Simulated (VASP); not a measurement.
# LiF (Fm-3m) in VASP: relaxation of cell and atoms with LDA

Aim: the relaxation of cell and atoms of LiF with LDA.

Program: VASP 6.6.1. These are calculated values, not measurements. Logs are shortened: lines on timing, memory, paths and dates and some standing lists are left out, and cuts for length are marked.

### Step 1. The cell of the first run

Symmetry: Fm-3m, No. 225, cubic system. The conventional cell has a = 3.908 Å, b = 3.908 Å, c = 3.908 Å, α = 90.00°, β = 90.00°, γ = 90.00°. Li (site symmetry m-3m) has 6 F at 1.95 Å within 2.6 Å. Within 2.6 Å of F (site symmetry m-3m) lie 6 Li at 1.95 Å.

### Step 2. Relaxation of cell and atoms, LDA

Contents of INCAR:

```
  ALGO = Normal
  EDIFF = 1E-6
  EDIFFG = -0.002
  ENCUT = 600
  IBRION = 2
  ISIF = 3
  ISMEAR = 0
  LASPH = T
  LCHARG = F
  LREAL = F
  LWAVE = F
  NELM = 60
  NSW = 100
  PREC = Accurate
  SIGMA = 0.02
```

Contents of KPOINTS:

```
k-points
0
Gamma
  10 10 10
```

Contents of POSCAR:

```
LiF
1.0
    0.0000000000      1.9538102033      1.9538102033
    1.9538102033      0.0000000000      1.9538102033
    1.9538102033      1.9538102033      0.0000000000
Li F
1 1
Direct
    0.0000000000      0.0000000000      0.0000000000
    0.5000000000      0.5000000000      0.5000000000
```

Potentials or basis: VASP PAW LDA potentials, release 64 (Li_sv, F).

Command:

```bash
$ cat potpaw_LDA.64/Li_sv/POTCAR potpaw_LDA.64/F/POTCAR > POTCAR
$ mpirun -np 1 vasp_std > vasp.out
```

OUTCAR:

```text
EDIFF = 1E-6
   EDIFFG = -0.002
   ENCUT = 600
   IBRION = 2
   ISIF = 3
   ISMEAR = 0
   LASPH = T
   LREAL = F
   NELM = 60
   NSW = 100
   PREC = Accurate

 ion  position               nearest neighbor table
   1  0.000  0.000  0.000-   2 1.95   2 1.95   2 1.95   2 1.95   2 1.95   2 1.95
   2  0.500  0.500  0.500-   1 1.95   1 1.95   1 1.95   1 1.95   1 1.95   1 1.95

  LATTYP: Found a face centered cubic cell.
 ALAT       =     3.9076204066

  Lattice vectors:

 A1 = (   0.0000000000,   1.9538102033,   1.9538102033)
 A2 = (   1.9538102033,   0.0000000000,   1.9538102033)
 A3 = (   1.9538102033,   1.9538102033,   0.0000000000)

Analysis of symmetry for initial positions (statically):
=====================================================================
 Subroutine PRICEL returns:
 Original cell was already a primitive cell.

 Routine SETGRP: Setting up the symmetry group for a
 face centered cubic supercell.

 Subroutine GETGRP returns: Found 48 space group operations
 (whereof 48 operations were pure point group operations)
 out of a pool of 48 trial point group operations.

The static configuration has the point symmetry O_h .

Analysis of symmetry for dynamics (positions and initial velocities):
=====================================================================
 Subroutine PRICEL returns:
 Original cell was already a primitive cell.

 Routine SETGRP: Setting up the symmetry group for a
 face centered cubic supercell.

 Subroutine GETGRP returns: Found 48 space group operations
 (whereof 48 operations were pure point group operations)
 out of a pool of 48 trial point group operations.

The dynamic configuration has the point symmetry O_h .

 Subroutine INISYM returns: Found 48 space group operations
 (whereof 48 operations are pure point group operations),
 and found     1 'primitive' translations

----------------------------------------------------------------------------------------

                                     Primitive cell

  volume of cell :      14.9168

  direct lattice vectors                    reciprocal lattice vectors
     0.000000000  1.953810203  1.953810203    -0.255910221  0.255910221  0.255910221
     1.953810203  0.000000000  1.953810203     0.255910221 -0.255910221  0.255910221
     1.953810203  1.953810203  0.000000000     0.255910221  0.255910221 -0.255910221

  length of vectors
     2.763104888  2.763104888  2.763104888     0.443249504  0.443249504  0.443249504

  position of ions in fractional coordinates (direct lattice)
     0.000000000  0.000000000  0.000000000
     0.500000000  0.500000000  0.500000000

  ion indices of the primitive-cell ions
   primitive index   ion index
                 1           1
                 2           2

----------------------------------------------------------------------------------------

 KPOINTS: k-points

Automatic generation of k-mesh.
 Grid dimensions read from file:
 generate k-points for:   10   10   10

 Generating k-lattice:

  Cartesian coordinates                     Fractional coordinates (reciprocal lattice)
    -0.025591022  0.025591022  0.025591022     0.100000000  0.000000000  0.000000000
     0.025591022 -0.025591022  0.025591022     0.000000000  0.100000000  0.000000000
     0.025591022  0.025591022 -0.025591022     0.000000000  0.000000000  0.100000000

  Length of vectors
     0.044324950  0.044324950  0.044324950

  Shift w.r.t. Gamma in fractional coordinates (k-lattice)
     0.000000000  0.000000000  0.000000000

 Subroutine IBZKPT returns following result:
 ===========================================

 Found     47 irreducible k-points:

 Following reciprocal coordinates:
            Coordinates               Weight
  0.000000  0.000000  0.000000      1.000000
  0.100000  0.000000  0.000000      8.000000
  0.200000  0.000000  0.000000      8.000000
  0.300000  0.000000  0.000000      8.000000
  0.400000  0.000000  0.000000      8.000000
  0.500000  0.000000  0.000000      4.000000
[... 16 lines left out ...]
  0.300000  0.300000  0.000000      6.000000
  0.400000  0.300000  0.000000     24.000000
 [... further k-points ...]
   k-points           NKPTS =     47   k-points in BZ     NKDIM =     47   number of bands    NBANDS=      9
   number of dos      NEDOS =    301   number of ions     NIONS =      2
   total plane-waves  NPLWV =  13824
   dimension x,y,z NGX =    24 NGY =   24 NGZ =   24
   dimension x,y,z NGXF=    48 NGYF=   48 NGZF=   48
   ions per type =               1   1
   NGX,Y,Z   is equivalent  to a cutoff of  14.44, 14.44, 14.44 a.u.
   NGXF,Y,Z  is equivalent  to a cutoff of  28.88, 28.88, 28.88 a.u.
 SYSTEM =  unknown system
   PREC   = accura    normal or accurate (medium, high low for compatibility)
   ISTART =      0    job   : 0-new  1-cont  2-samecut
   ICHARG =      2    charge: 1-file 2-atom 10-const
   ISPIN  =      1    spin polarized calculation?
   LNONCOLLINEAR =      F non collinear calculations
   LSORBIT =      F    spin-orbit coupling
   LASPH  =      T    aspherical Exc in radial PAW
   ENCUT  =  600.0 eV  44.10 Ry    6.64 a.u.   5.52  5.52  5.52*2*pi/ulx,y,z
   NELM   =     60;   NELMIN=  2; NELMDL= -5     # of ELM steps
   EDIFF  = 0.1E-05   stopping-criterion for ELM
   LREAL  =      F    real-space projection
   EDIFFG = -.2E-02   stopping-criterion for IOM
   NSW    =    100    number of steps for IOM
   IBRION =      2    ionic relax: 0-MD 1-quasi-New 2-CG
   NFREE  =      1    steps in history (QN), initial steepest desc. (CG)
   ISIF   =      3    stress and relaxation
   ISYM   =      2    0-nonsym 1-usesym 2-fastsym
   POTIM  = 0.5000    time-step for ionic-motion
   TEBEG  =    0.0;   TEEND  =   0.0 temperature during run
   PSTRESS=    0.0 pullay stress
   NELECT =      10.0000    total number of electrons
   NUPDOWN=      -1.0000    fix difference up-down
   EMIN   =  10.00;   EMAX   =-10.00  energy-range for DOS
   EFERMI =   0.00;   METHOD = LEGACY
   ISMEAR =     0;   SIGMA  =   0.02  broadening in eV -4-tet -1-fermi 0-gaus
   EFERMI_NEDOS =   21; number of points for ismear=-14 and -15
   IALGO  =     38    algorithm
   IMIX   =      4    mixing-type and parameters
     AMIX     =   0.40;   BMIX     =  1.00
     AMIX_MAG =   1.60;   BMIX_MAG =  1.00
  volume/ion in A,a.u.               =       7.46        50.33
  Fermi-wavevector in a.u.,A,eV,Ry     =   1.432790  2.707580 27.931215  2.052886
  Thomas-Fermi vector in A             =   2.552379
   LORBIT       =      0    0 simple, 1 ext, 2 COOP (PROOUT), +10 PAW based schemes
   GGA     = CA    functional components
   LHFCALC =     F    Hartree Fock is set to
   AEXX    =    0.0000 exact exchange contribution
   IVDW    =     0    specifies the selected vdW correction
   LEPSILON=     F    determine dielectric tensor
   LRPA    =     F    only Hartree local field effects (RPA)
 conjugate gradient relaxation of ions
 non-spin polarized calculation
 Gauss-broadening in eV      SIGMA  =   0.02
  energy-cutoff  :      600.00
  volume of cell :       14.92
 maximum number of plane-waves:       531
 NGX is ok and might be reduce to    24
   NGX = 11   NGY = 11   NGZ = 11

--------------------------------------- Ionic step        1  -------------------------------------------

 number of electron      10.0000006 magnetization

 Free energy of the ion-electron system (eV)
  ---------------------------------------------------
  ext. energy  EPLUGINS =         0.00000000
  ---------------------------------------------------
  free energy    TOTEN  =       -10.50228691 eV

  energy without entropy =      -10.50228691  energy(sigma->0) =      -10.50228691

------------------------ aborting loop because EDIFF is reached ----------------------------------------

  FORCE on cell =-STRESS in cart. coord.  units (eV):
  Direction    XX          YY          ZZ          XY          YZ          ZX
  --------------------------------------------------------------------------------------
  -------------------------------------------------------------------------------------
  Total       -0.0463922     -0.0463922     -0.0463922      0.0000000      0.0000000      0.0000000
  in kB       -4.9828589     -4.9828589     -4.9828589      0.0000000      0.0000000      0.0000000
  external PRESSURE =      -4.9828589 kB  Pullay stress =       0.0000000 kB

 VOLUME and BASIS-vectors are now :
 -----------------------------------------------------------------------------
  energy-cutoff  :      600.00
  volume of cell :       14.92
      direct lattice vectors                 reciprocal lattice vectors
     0.000000000  1.953810203  1.953810203    -0.255910221  0.255910221  0.255910221
     1.953810203  0.000000000  1.953810203     0.255910221 -0.255910221  0.255910221
     1.953810203  1.953810203  0.000000000     0.255910221  0.255910221 -0.255910221
[... 37 lines left out ...]
 POSITION                                       TOTAL-FORCE (eV/Angst)
 -----------------------------------------------------------------------------------
      1.95162      1.95162      3.90325         0.000000      0.000000     -0.000000
      1.95162      1.95162      1.95162        -0.000000     -0.000000      0.000000
 -----------------------------------------------------------------------------------
    total drift:                               -0.000000     -0.000000      0.000000

  FREE ENERGIE OF THE ION-ELECTRON SYSTEM (eV)
  ---------------------------------------------------
  free  energy   TOTEN  =       -10.5024015614 eV

  energy  without entropy=      -10.5024015614  energy(sigma->0) =      -10.50240156

--------------------------------------- Ionic step        3  -------------------------------------------

 number of electron      10.0000006 magnetization

 Free energy of the ion-electron system (eV)
  ---------------------------------------------------
  ext. energy  EPLUGINS =         0.00000000
  ---------------------------------------------------
  free energy    TOTEN  =       -10.50242862 eV

  energy without entropy =      -10.50242862  energy(sigma->0) =      -10.50242862

 E-fermi :  -0.4815     XC(G=0): -11.1634

 val. band max:       -0.6623169529   @ k =   0.0000   0.0000   0.0000
 cond. band min:       9.1004968361   @ k =   0.0000   0.0000   0.0000
 fundamental gap:      9.7628137890
 Fermi energy:        -0.4814866714

 k-point     1 :       0.0000    0.0000    0.0000
  band No.  band energies     occupation
      1     -40.2404      2.00000
      2     -20.5127      2.00000
      3      -0.6623      2.00000
      4      -0.6623      2.00000
      5      -0.6623      2.00000
      6       9.1005      0.00000
      7      24.0664      0.00000
      8      24.0664      0.00000
      9      24.0684      0.00000

 k-point     2 :       0.1000    0.0000    0.0000
  band No.  band energies     occupation
      1     -40.2304      2.00000
      2     -20.4671      2.00000
      3      -0.9868      2.00000
      4      -0.6894      2.00000
      5      -0.6894      2.00000
      6       9.3785      0.00000
      7      21.0889      0.00000
      8      22.6460      0.00000
      9      22.6460      0.00000
[... 253 lines left out ...]
 k-point    24 :       0.4000    0.3000    0.0000
  band No.  band energies     occupation
      1     -40.1337      2.00000
      2     -19.8530      2.00000
      3      -3.3759      2.00000
      4      -1.7027      2.00000
      5      -1.5695      2.00000
      6      13.0127      0.00000
      7      16.2770      0.00000
      8      18.5390      0.00000
      9      20.0972      0.00000

 [... further k-points ...]

------------------------ aborting loop because EDIFF is reached ----------------------------------------

  FORCE on cell =-STRESS in cart. coord.  units (eV):
  Direction    XX          YY          ZZ          XY          YZ          ZX
  --------------------------------------------------------------------------------------
  -------------------------------------------------------------------------------------
  Total        0.0017938      0.0017938      0.0017938      0.0000000      0.0000000      0.0000000
  in kB        0.1938879      0.1938879      0.1938879      0.0000000      0.0000000      0.0000000
  external PRESSURE =       0.1938879 kB  Pullay stress =       0.0000000 kB

 VOLUME and BASIS-vectors are now :
 -----------------------------------------------------------------------------
  energy-cutoff  :      600.00
  volume of cell :       14.82
      direct lattice vectors                 reciprocal lattice vectors
     0.000000000  1.949709175  1.949709175    -0.256448503  0.256448503  0.256448503
     1.949709175  0.000000000  1.949709175     0.256448503 -0.256448503  0.256448503
     1.949709175  1.949709175 -0.000000000     0.256448503  0.256448503 -0.256448503

 POSITION                                       TOTAL-FORCE (eV/Angst)
 -----------------------------------------------------------------------------------
      0.00000      0.00000     -0.00000        -0.000000     -0.000000      0.000000
      1.94971      1.94971      1.94971         0.000000      0.000000     -0.000000
 -----------------------------------------------------------------------------------
    total drift:                               -0.000000     -0.000000      0.000000

  FREE ENERGIE OF THE ION-ELECTRON SYSTEM (eV)
  ---------------------------------------------------
  free  energy   TOTEN  =       -10.5024286167 eV

  energy  without entropy=      -10.5024286167  energy(sigma->0) =      -10.50242862

 reached required accuracy - stopping structural energy minimisation
```

It took 17 s on 1 thread of Intel Xeon 8259CL, shared host; peak memory 0.12 GiB.

What came out:

| Quantity | Value |
| --- | --- |
| Free energy | -10.5024 eV |
| Relaxed volume | 7.41 Å³/atom |
| Relaxed cell | a = 2.757 Å, b = 2.757 Å, c = 2.757 Å, α = 60.00°, β = 60.00°, γ = 60.00° |
| Space group after relaxing (to 0.1 Å) | Fm-3m (No. 225) |
| Energy gained by relaxing | 0.1 meV/atom |
| Ionic steps | 3 |
| Pressure after relaxing | 0.0 GPa |
| Band gap on the k mesh | 9.76 eV |

The path:
```tsv
step	energy change (eV)	largest force (eV/Å)	pressure (GPa)	volume (Å³)
1	0.0000	0.0000	-0.50	14.92
2	-0.0001	0.0000	-0.23	14.87
3	-0.0001	0.0000	0.02	14.82
```

Final structure:
```cif
data_structure
_symmetry_space_group_name_H-M 'P 1'
_symmetry_Int_Tables_number 1
_cell_length_a 2.7573
_cell_length_b 2.7573
_cell_length_c 2.7573
_cell_angle_alpha 60.000
_cell_angle_beta 60.000
_cell_angle_gamma 60.000
_cell_volume 14.82
loop_
_atom_site_label
_atom_site_type_symbol
_atom_site_fract_x
_atom_site_fract_y
_atom_site_fract_z
_atom_site_occupancy
Li1 Li 0.00000 0.00000 0.00000 1
F1 F 0.50000 0.50000 0.50000 1
```

Caveat: the cutoff is under 1.25 times the usual one of these potentials, so pressure, stress and relaxed cells hold a basis-set (Pulay) error. A k mesh can miss the band edges.
